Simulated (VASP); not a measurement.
Write the native input for VASP 6.6.1 that does the following.

```yaml
Task: single point
Functional: PBEsol
Potentials_or_basis: VASP PAW PBE potentials, release 64 (Sb, Mn_pv)
Cutoff: 520 eV
k_mesh: 7 × 7 × 5
Occupations: fermi-dirac, width 0.05 eV
Spin: collinear spin, ferromagnetic start
Starting_moments: "[0.0, 0.0, 4.0, 4.0] μB"
Hubbard_terms: Mn d U = 2.0 eV
Dipole_correction: no
Further_INCAR_settings: ALGO = Normal; EDIFF = 1e-06; NBANDS = 30
```

The structure of MnSb lies in POSCAR:

```
MnSb
1.0
    4.1500000000      0.0000000000      0.0000000000
   -2.0750000000      3.5940054257      0.0000000000
    0.0000000000      0.0000000000      5.7800000000
Sb Mn
2 2
Direct
    0.6666666667      0.3333333333      0.7500000000
    0.3333333333      0.6666666667      0.2500000000
    0.0000000000      0.0000000000      0.5000000000
    0.0000000000      0.0000000000      0.0000000000
```

One way to write it, as run:

INCAR

```
SYSTEM = MnSb
ALGO = Normal
EDIFF = 1E-6
ENCUT = 520
GGA = PS
ISIF = 2
ISMEAR = -1
ISPIN = 2
LASPH = .True.
LCHARG = .True.
LDAU = .True.
LDAUJ = 0 0
LDAUL = -1 2
LDAUPRINT = 1
LDAUTYPE = 2
LDAUU = 0 2
LELF = .True.
LMAXMIX = 4
LORBIT = 11
LREAL = .False.
LVHAR = .True.
LWAVE = .False.
MAGMOM = 0 0 4 4
NBANDS = 30
NELM = 150
PREC = Accurate
SIGMA = 0.05
```

KPOINTS

```
k-points
0
Gamma
  7 7 5
  0 0 0
```

Potentials or basis: VASP PAW PBE potentials, release 64 (Sb, Mn_pv).

Launch:

```console
$ cat potpaw_PBE.64/Sb/POTCAR potpaw_PBE.64/Mn_pv/POTCAR > POTCAR
$ mpirun -np 1 vasp_std > vasp.out
```

It gave:

```json
{
  "Pressure": "-0.8 GPa",
  "Net moment": "7.58 μB per cell",
  "Site moments": "Sb -0.16; Mn +3.89 μB",
  "Valence electrons inside the program's atomic spheres": "Sb 2.48; Mn 11.49"
}
```

Caveat: the PAW data sets were made with another functional, which shifts forces and pressure a little; only a ferromagnetic start was run, and an antiferromagnetic order may lie lower in energy; the U is typed as a test and isn't derived for this compound.

Run time: 3.9 min on 1 thread of Oxide Virtual Turin-like Processor, with other jobs on the host, peak memory 0.26 GiB.
